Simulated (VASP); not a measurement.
# BAs (F-43m) in VASP: notebook, part 2 of 2

VASP 6.6.1. Earlier steps stand in the parts before.

## 3. Single point, PBE+D4

This run uses another cell than the first one, of 13.46 Å³/atom, 0.985 times its volume.

INCAR

```
  PREC = Accurate
  ENCUT = 500
  EDIFF = 1E-6
  ISMEAR = 1
  SIGMA = 0.01
  LREAL = False
  LASPH = True
  NELM = 120
  ALGO = Normal
  ISIF = 2
  LWAVE = False
  LCHARG = False
  GGA = PE
  IVDW = 13
  NBANDS = 11
  GGA_COMPAT = False
```

KPOINTS

```
Automatic mesh
0
Gamma
  8 8 8
```

POSCAR

```
BAs
1.0
    0.0000000000      2.3790152314      2.3790152314
    2.3790152314      0.0000000000      2.3790152314
    2.3790152314      2.3790152314      0.0000000000
B As
1 1
Direct
    0.0000000000      0.0000000000      0.0000000000
    0.2500000000      0.2500000000      0.2500000000
```

Potentials or basis: VASP PAW PBE potentials, release 64 (B, As).

Command:

```bash
$ cat potpaw_PBE.64/B/POTCAR potpaw_PBE.64/As/POTCAR > POTCAR
$ mpirun -np 1 vasp_std > vasp.out
```

It took 11 s on 1 thread of Intel Xeon 6975P-C (Granite Rapids), shared host; peak memory 0.15 GiB.

The run converged. Its results:

| Quantity | Value |
| --- | --- |
| Free energy | -12.1555 eV |
| Pressure | 0.7 GPa |
| Band gap on the k mesh | 1.18 eV, indirect (least direct gap 3.29 eV) |
| Dispersion energy per atom | -0.380 eV |

Levels at points of the mesh, in eV from the valence-band top:
```tsv
k point	band 1	band 2	band 3	band 4	band 5	band 6	band 7	band 8
(0.00, 0.00, 0.00)	-15.51	0.00	0.00	0.00	3.29	3.29	3.29	4.84
(0.50, 0.00, 0.00)	-12.60	-8.88	-1.84	-1.84	2.76	4.79	4.79	8.89
(0.50, 0.50, 0.00)	-11.26	-8.60	-4.13	-4.13	1.41	1.43	11.48	11.48
```

A k mesh can miss the band edges. As with any semilocal functional, this PBE gap is likely too small.

## 4. Single point, PBE+D4

This run uses another cell than the first one, of 13.28 Å³/atom, 0.972 times its volume.

INCAR

```
PREC = Accurate ; ENCUT = 500
EDIFF = 1E-6 ; ISMEAR = 1
SIGMA = 0.01 ; LREAL = F
LASPH = T ; NELM = 120
ALGO = Normal ; ISIF = 2
LWAVE = F ; LCHARG = F
GGA = PE ; IVDW = 13
NBANDS = 11 ; GGA_COMPAT = F
```

KPOINTS

```
regular mesh
0
Gamma
  8 8 8
```

POSCAR

```
BAs
1.0
    0.0000000000      2.3679426770      2.3679426770
    2.3679426770      0.0000000000      2.3679426770
    2.3679426770      2.3679426770      0.0000000000
B As
1 1
Direct
    0.0000000000      0.0000000000      0.0000000000
    0.2500000000      0.2500000000      0.2500000000
```

Command:

```bash
$ cat potpaw_PBE.64/B/POTCAR potpaw_PBE.64/As/POTCAR > POTCAR
$ mpirun -np 1 vasp_std > vasp.out
```

It took 5.2 s on 1 thread of Intel Xeon 6975P-C (Granite Rapids), shared host; peak memory 0.13 GiB.

Results (log left out):

| Property | Result |
| --- | --- |
| Free energy | -12.1513 eV |
| Pressure | 2.8 GPa |
| Band gap on the k mesh | 1.16 eV, indirect (least direct gap 3.31 eV) |
| Dispersion energy per atom | -0.386 eV |

Levels at points of the mesh, in eV from the valence-band top:
```
           k point  band 1  band 2  band 3  band 4  band 5  band 6  band 7  band 8
(0.00, 0.00, 0.00)  -15.64    0.00    0.00    0.00    3.31    3.31    3.31    5.02
(0.50, 0.00, 0.00)  -12.67   -8.98   -1.87   -1.87    2.85    4.81    4.81    8.91
(0.50, 0.50, 0.00)  -11.31   -8.68   -4.19   -4.19    1.39    1.42   11.62   11.62
```

A k mesh can miss the band edges. Expect the measured gap to be larger: semilocal functionals such as PBE lack the derivative discontinuity.

## 5. Single point, PBE+D4

This run uses another cell than the first one, of 13.03 Å³/atom, 0.953 times its volume.

INCAR

```
ALGO = Normal ; EDIFF = 1E-6
ENCUT = 500 ; GGA = PE
GGA_COMPAT = False ; ISIF = 2
ISMEAR = 1 ; IVDW = 13
LASPH = True ; LCHARG = False
LREAL = False ; LWAVE = False
NBANDS = 11 ; NELM = 120
PREC = Accurate ; SIGMA = 0.01
```

KPOINTS

```
k-points
0
Gamma
  8 8 8
```

POSCAR

```
BAs
1.0
    0.0000000000      2.3529575194      2.3529575194
    2.3529575194      0.0000000000      2.3529575194
    2.3529575194      2.3529575194      0.0000000000
B As
1 1
Direct
    0.0000000000      0.0000000000      0.0000000000
    0.2500000000      0.2500000000      0.2500000000
```

Potentials or basis: VASP PAW PBE potentials, release 64 (B, As).

Command:

```bash
$ cat potpaw_PBE.64/B/POTCAR potpaw_PBE.64/As/POTCAR > POTCAR
$ mpirun -np 1 vasp_std > vasp.out
```

OUTCAR:

```text
EDIFF = 1E-6
   ENCUT = 500
   GGA = PE
   ISIF = 2
   ISMEAR = 1
   IVDW = 13
   LASPH = True
   LREAL = False
   NELM = 120
   PREC = Accurate

 ion  position               nearest neighbor table
   1  0.000  0.000  0.000-   2 2.04   2 2.04   2 2.04   2 2.04
   2  0.250  0.250  0.250-   1 2.04   1 2.04   1 2.04   1 2.04

  LATTYP: Found a face centered cubic cell.
 ALAT       =     4.7059150388

  Lattice vectors:

 A1 = (   0.0000000000,   2.3529575194,   2.3529575194)
[... 521 lines left out ...]

------------------------ aborting loop because EDIFF is reached ----------------------------------------

  DFT-D4 for vdW energy calculation

  Edisp (eV):   -0.78583

  FORCE on cell =-STRESS in cart. coord.  units (eV):
  Direction    XX          YY          ZZ          XY          YZ          ZX
  --------------------------------------------------------------------------------------
  -------------------------------------------------------------------------------------
  Total       0.94178     0.94178     0.94178     0.00000     0.00000    -0.00000
  in kB      57.91475    57.91475    57.91475     0.00000     0.00000    -0.00000
  external pressure =       57.91 kB  Pullay stress =        0.00 kB

 VOLUME and BASIS-vectors are now :
 -----------------------------------------------------------------------------
  energy-cutoff  :      500.00
  volume of cell :       26.05
      direct lattice vectors                 reciprocal lattice vectors
     0.000000000  2.352957519  2.352957519    -0.212498524  0.212498524  0.212498524
     2.352957519  0.000000000  2.352957519     0.212498524 -0.212498524  0.212498524
     2.352957519  2.352957519  0.000000000     0.212498524  0.212498524 -0.212498524

 POSITION                                       TOTAL-FORCE (eV/Angst)
 -----------------------------------------------------------------------------------
      0.00000      0.00000      0.00000         0.000000      0.000000      0.000000
      1.17648      1.17648      1.17648        -0.000000     -0.000000     -0.000000
 -----------------------------------------------------------------------------------
    total drift:                                0.000000      0.000000      0.000000

  FREE ENERGIE OF THE ION-ELECTRON SYSTEM (eV)
  ---------------------------------------------------
  free  energy   TOTEN  =       -12.1379297819 eV

  energy  without entropy=      -12.1379297819  energy(sigma->0) =      -12.13792978
```

stdout:

```text
POSCAR found type information on POSCAR B As
 POSCAR found :  2 types and       2 ions
 scaLAPACK will be used
 LDA part: xc-table for (Slater+PW92), standard interpolation
 POSCAR, INCAR and KPOINTS ok, starting setup
 FFT: planning ... GRIDC
 FFT: planning ... GRID_SOFT
 FFT: planning ... GRID
 WAVECAR not read
 entering main loop
```

It took 6 s on 1 thread of Intel Xeon 6975P-C (Granite Rapids), shared host; peak memory 0.14 GiB.

Results:

```yaml
Free_energy: -12.1379 eV
Pressure: 5.8 GPa
Band_gap_on_the_k_mesh: 1.14 eV, indirect (least direct gap 3.33 eV)
Dispersion_energy_per_atom: -0.393 eV
```

A k mesh can miss the band edges. As with any semilocal functional, this PBE gap is likely too small.

## 6. Single point, PBE+D4

This run uses another cell than the first one, of 12.65 Å³/atom, 0.926 times its volume.

INCAR

```
PREC = Accurate ; ENCUT = 500
EDIFF = 1E-6 ; ISMEAR = 1
SIGMA = 0.01 ; LREAL = F
LASPH = T ; NELM = 120
ALGO = Normal ; ISIF = 2
LWAVE = F ; LCHARG = F
GGA = PE ; IVDW = 13
NBANDS = 11 ; GGA_COMPAT = F
```

KPOINTS

```
Automatic mesh
0
Gamma
  8 8 8
```

POSCAR

```
BAs
1.0
    0.0000000000      2.3299472283      2.3299472283
    2.3299472283      0.0000000000      2.3299472283
    2.3299472283      2.3299472283      0.0000000000
B As
1 1
Direct
    0.0000000000      0.0000000000      0.0000000000
    0.2500000000      0.2500000000      0.2500000000
```

Potentials or basis: VASP PAW PBE potentials, release 64 (B, As).

Command:

```bash
$ cat potpaw_PBE.64/B/POTCAR potpaw_PBE.64/As/POTCAR > POTCAR
$ mpirun -np 1 vasp_std > vasp.out
```

It took 6 s on 1 thread of Intel Xeon 6975P-C (Granite Rapids), shared host; peak memory 0.13 GiB.

It converged, with:

* Free energy: -12.0985 eV
* Pressure: 10.9 GPa
* Band gap on the k mesh: 1.11 eV, indirect (least direct gap 3.37 eV)
* Dispersion energy per atom: -0.405 eV

Levels at points of the mesh, in eV from the valence-band top:
| k point | band 1 | band 2 | band 3 | band 4 | band 5 | band 6 | band 7 | band 8 | band 9 |
| --- | --- | --- | --- | --- | --- | --- | --- | --- | --- |
| (0.00, 0.00, 0.00) | -16.10 | 0.00 | 0.00 | 0.00 | 3.37 | 3.37 | 3.37 | 5.65 | 9.96 |
| (0.50, 0.00, 0.00) | -12.95 | -9.36 | -1.95 | -1.95 | 3.14 | 4.86 | 4.86 | 9.00 | 13.29 |
| (0.50, 0.50, 0.00) | -11.51 | -8.96 | -4.40 | -4.40 | 1.32 | 1.37 | 12.09 | 12.09 | 13.55 |

## 7. Summary

```tsv
cell	gap on the mesh (eV)	pressure (GPa)
a = 3.381 Å, angles 60.0°, 2 atoms	1.19	-1.3
a = 3.364 Å, angles 60.0°, 2 atoms	1.18	0.7
a = 3.349 Å, angles 60.0°, 2 atoms	1.16	2.8
a = 3.328 Å, angles 60.0°, 2 atoms	1.14	5.8
a = 3.295 Å, angles 60.0°, 2 atoms	1.11	10.9
```

Alike in all rows: task single point; level PBE+D4; potentials or basis VASP PAW PBE potentials, release 64 (B, As); no spin polarisation; k mesh 8 × 8 × 8; cutoff (eV) 500; smearing methfessel-paxton 0.01 eV.

Absolute energies hang on the potentials; compare differences alone.
